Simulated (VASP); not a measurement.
ZrN, 2 atoms in the cell. Symmetry: Fm-3m, No. 225, cubic system. The conventional cell has a = 4.559 Å, b = 4.559 Å, c = 4.559 Å, α = 90.00°, β = 90.00°, γ = 90.00°. Within 3.0 Å of Zr (site symmetry m-3m) lie 6 N at 2.28 Å. N (site symmetry m-3m) has 6 Zr at 2.28 Å within 3.0 Å. 

```yaml
Program: VASP 6.6.1
Task: single point
Functional: PBE
Dispersion: D3(BJ)
Potentials_or_basis: VASP PAW PBE potentials, release 64 (Zr_sv, N)
Cutoff: 520 eV
k_mesh: 16 × 16 × 16
Occupations: gaussian, width 0.1 eV
Spin: no spin polarisation
Dipole_correction: no
Further_INCAR_settings: ALGO = Normal; EDIFF = 1e-07; NBANDS = 16
```

Potentials or basis: VASP PAW PBE potentials, release 64 (Zr_sv, N).

The run is started by

```bash
$ cat potpaw_PBE.64/Zr_sv/POTCAR potpaw_PBE.64/N/POTCAR > POTCAR
$ mpirun -np 1 vasp_std > vasp.out
```

Hardware: 1 thread of Intel Xeon 6975P-C (shared host).

Task: How long does it take, and how much memory?

Result: Wall time 34 s on 1 thread of Intel Xeon 6975P-C, with other jobs on the host, peak memory 0.19 GiB. Counts: scf iterations 14, k points 145.
